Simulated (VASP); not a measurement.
Mo: single point with PBE

Crystal: Mo.

```
Mo
1.0
     4.38347   -3.17732    0.99454
     4.38347    3.17732    0.99454
    -0.97837    0.00000    4.31254
Mo
8
Direct
  0.87500 0.87500 0.25000
  0.12500 0.12500 0.75000
  0.37500 0.37500 0.25000
  0.62500 0.62500 0.75000
  0.87500 0.37500 0.25000
  0.62500 0.12500 0.75000
  0.12500 0.62500 0.75000
  0.37500 0.87500 0.25000
```

```
Program             : VASP 6.6.1
Task                : single point
Functional          : PBE
Potentials or basis : VASP PAW PBE potentials, release 64 (Mo_sv)
Cutoff              : 520 eV
k mesh              : 4 × 4 × 4
Occupations         : gaussian, width 0.1 eV
Spin                : no spin polarisation
```

* Pressure: 0.5 GPa
* Band gap on the k mesh: zero (bands 56 and 57 overlap by 1.83 eV)

Levels at points of the mesh, in eV from the Fermi level:
| k point | band 54 | band 55 | band 56 | band 57 | band 58 | band 59 |
| --- | --- | --- | --- | --- | --- | --- |
| (0.00, 0.00, 0.00) | -1.20 | 1.27 | 1.27 | 1.27 | 1.27 | 1.54 |
| (0.50, 0.00, 0.00) | -1.41 | -0.60 | -0.60 | 0.73 | 0.73 | 0.78 |
| (0.00, 0.50, 0.00) | -1.41 | -0.60 | -0.60 | 0.73 | 0.73 | 0.78 |
| (0.50, 0.50, 0.00) | -0.78 | -0.54 | -0.54 | -0.53 | -0.53 | 0.37 |
| (0.00, 0.00, 0.50) | 0.34 | 1.00 | 1.00 | 1.12 | 1.12 | 1.61 |
| (0.50, 0.00, 0.50) | -1.69 | -1.69 | -1.69 | 0.85 | 0.85 | 0.85 |
| (0.00, 0.50, 0.50) | -1.69 | -1.69 | -1.69 | 0.85 | 0.85 | 0.85 |
| (0.50, 0.50, 0.50) | -0.62 | -0.62 | -0.62 | -0.56 | -0.56 | -0.56 |

Run time: 2.3 min on 1 thread of Intel(R) Xeon(R) 6975P-C (Granite Rapids), with other jobs on the host, peak memory 0.33 GiB.
